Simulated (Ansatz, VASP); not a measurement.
## Two plane-wave programs on Sn

File INCAR:

```
ALGO = Fast
EDIFF = 1E-6
ENCUT = 520
GGA = PS
ISIF = 2
ISMEAR = 0
LASPH = True
LCHARG = True
LELF = True
LREAL = False
LVHAR = True
LWAVE = False
NBANDS = 13
NELM = 80
PREC = Accurate
SIGMA = 0.15
```

Contents of KPOINTS:

```
k-points
0
Gamma
  20 20 20
```

File POSCAR:

```
Sn
1.0
   -1.5731437648      1.7755470000      2.2250810416
    1.8799342352     -1.7755470000      2.4516029584
    1.5731437648      1.7755470000     -2.2250810416
Sn
1
Direct
    0.0000000000      0.0000000000      0.0000000000
```

Input for Ansatz:

```yaml
crystal:
  lattice:
    - [-1.5731437648, 1.775547, 2.2250810416]
    - [1.8799342352, -1.775547, 2.4516029584]
    - [1.5731437648, 1.775547, -2.2250810416]
  atoms:
    - { symbol: Sn, position: [0.0, 0.0, 0.0] }
basis:
  ecutwfc: 420
kpoints:
  mp_grid: { grid: [20, 20, 20] }
hamiltonian:
  xc: pbesol
scf:
  occupations: { method: gaussian, width: 0.15 }
output:
  forces: true
  stress: true
  eigenvalues: true
```

Change from the starting cell: strain +0.1312 x Voigt [0, 0, 0, 0, 1, 0], atoms carried along.

Alike in both runs: task single point; functional PBEsol; k mesh 20 × 20 × 20; occupations gaussian, width 0.15 eV; no spin polarisation.

|  | VASP | Ansatz |
| --- | --- | --- |
| version | VASP 6.6.1 | Ansatz 0.2.0 |
| potentials or method | VASP PAW PBE potentials, release 64 (Sn_d), cutoff 520 eV | scalar-relativistic, plane waves, PAW |
| valence electrons in the cell | 14 | 14 |

|  | VASP | Ansatz | Ansatz less VASP |
| --- | --- | --- | --- |
| gap on the k mesh at the Fermi level (eV) | none | none | - |
| pressure (GPa) | -3.0 | -3.0 | -0.02 |
| traceless stress, the component that is largest in VASP (GPa) | -1.88 | -1.87 | +0.008 |

VASP's potentials were made for PBE, not for PBEsol. A gap of «none» marks a metal or a gap that the smearing closes.
